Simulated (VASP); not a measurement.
Set up this calculation in VASP 6.6.1, as the native input.

```yaml
Task: single point
Functional: PBE
Potentials_or_basis: VASP PAW PBE potentials, release 64 (Ba_sv, Ti_sv, O_h)
Cutoff: 1340 eV
k_mesh: 6 × 6 × 6
Occupations: gaussian, width 0.01 eV
Spin: no spin polarisation
Dipole_correction: no
Further_INCAR_settings: ALGO = Normal; EDIFF = 1e-06; NBANDS = 28
```

The structure of BaTiO3 lies in POSCAR:

```
BaTiO3
1.0
    4.0642918429      0.0000000000      0.0000000000
    0.0000000000      4.0642918429      0.0000000000
    0.0000000000      0.0000000000      4.2803709990
Ba Ti O
1 1 3
Direct
    0.0000000000      0.0000000000     -0.0104426122
    0.5000000000      0.5000000000      0.4722700988
    0.5000000000      0.5000000000      0.0405145067
    0.5000000000      0.0000000000      0.5203290034
    0.0000000000      0.5000000000      0.5203290034
```

One way to write it, as run:

INCAR

```
ALGO     = Normal         # electronic algorithm
EDIFF    = 1E-6           # SCF threshold, eV
ENCUT    = 1340           # plane-wave cutoff, eV
GGA      = PE             # functional
GGA_COMPAT= False        
ISIF     = 2              # what is computed and relaxed
ISMEAR   = 0              # smearing method
LASPH    = True           # aspherical terms in the spheres
LCHARG   = False          # write CHGCAR
LREAL    = False          # projectors in reciprocal space
LWAVE    = False          # write WAVECAR
NBANDS   = 28             # bands
NELM     = 120            # most SCF steps
PREC     = Accurate       # precision mode
SIGMA    = 0.01           # smearing width, eV
```

KPOINTS

```
k-points
0
Gamma
  6 6 6
```

Potentials or basis: VASP PAW PBE potentials, release 64 (Ba_sv, Ti_sv, O_h).

Launch:

```sh
$ cat potpaw_PBE.64/Ba_sv/POTCAR potpaw_PBE.64/Ti_sv/POTCAR potpaw_PBE.64/O_h/POTCAR > POTCAR
$ mpirun -np 1 vasp_std > vasp.out
```

Results of the run:

```
Pressure               : -6.8 GPa
Largest force          : 0.662 eV/Å
Band gap on the k mesh : 1.67 eV (least direct gap 2.23 eV)
```

Caveat: the cell stands under tension; spin-orbit coupling is left out, which moves the levels of the heavy elements.

It took 6.2 min on 1 thread of AMD EPYC 7R43 64-Core Processor (Zen 3) (shared host), peak memory 0.54 GiB.
